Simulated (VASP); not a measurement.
A run of VASP 6.6.1 is set up as follows.

Contents of INCAR:

```
PREC = Accurate
ENCUT = 520
EDIFF = 1E-6
ISMEAR = -1
SIGMA = 0.05
LREAL = F
LASPH = T
NELM = 80
ALGO = Normal
ISIF = 2
LWAVE = F
LCHARG = F
GGA = PE
NBANDS = 26
```

Contents of KPOINTS:

```
Automatic mesh
0
Gamma
  8 8 10
```

POSCAR

```
Ga
1.0
    3.9079788200      0.0000000000      0.0000000000
   -1.9539894100      3.3844089355      0.0000000000
    0.0000000000      0.0000000000      2.4071006177
Ga
3
Direct
    0.0000000000      0.0000000000      0.0000000000
    0.3333333333      0.6666666667      0.5000000000
    0.6666666667      0.3333333333      0.5000000000
```

Potentials or basis: VASP PAW PBE potentials, release 64 (Ga_d).

Command:

```bash
$ cat potpaw_PBE.64/Ga_d/POTCAR > POTCAR
$ mpirun -np 1 vasp_std > vasp.out
```

(1) Estimate the pressure.

## Answers

(1) 121.8 GPa.
